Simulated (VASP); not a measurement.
Input of a VASP 6.6.1 run:

Contents of INCAR:

```
SYSTEM = Ga2As2H
ALGO = Normal
DIPOL = 0.5 0.5 0.339
EDIFF = 1E-6
ENCUT = 520
GGA = PE
IDIPOL = 3
ISIF = 2
ISMEAR = 0
ISPIN = 2
LASPH = .True.
LCHARG = .False.
LDIPOL = .True.
LORBIT = 11
LREAL = .False.
LWAVE = .False.
MAGMOM = 0 0 0 0 1
NBANDS = 30
NELM = 150
PREC = Accurate
SIGMA = 0.05
```

KPOINTS

```
k-points
0
Gamma
  7 7 1
  0 0 0
```

POSCAR

```
Ga2As2H
1.0
    4.0629609257      0.0000000000      0.0000000000
    0.0000000000      4.0629609257      0.0000000000
    0.0000000000      0.0000000000     19.8904986560
As Ga H
2 2 1
Direct
    0.0000000000      0.5000000000      0.2011010417
    0.5000000000      0.0000000000      0.3511019680
    0.5000000000      0.5000000000      0.2733201266
    0.0000000000      0.0000000000      0.4218345051
    0.1250000000      0.5000000000      0.4500925062
```

Potentials or basis: VASP PAW PBE potentials, release 64 (As, Ga_d, H).

Command:

```sh
$ cat potpaw_PBE.64/As/POTCAR potpaw_PBE.64/Ga_d/POTCAR potpaw_PBE.64/H/POTCAR > POTCAR
$ mpirun -np 1 vasp_std > vasp.out
```

What does it give for the largest force?

0.739 eV/Å.

Estimate the site moments.

As +0.05, +0.00; Ga -0.00; H +0.00 μB.

Forces in eV/Å, atoms in the order of the input:
```
As   0.041  0.000  0.271
As   0.097  0.000  0.042
Ga   0.051  0.000 -0.009
Ga   0.548  0.000 -0.285
H   -0.738  0.000 -0.018
```
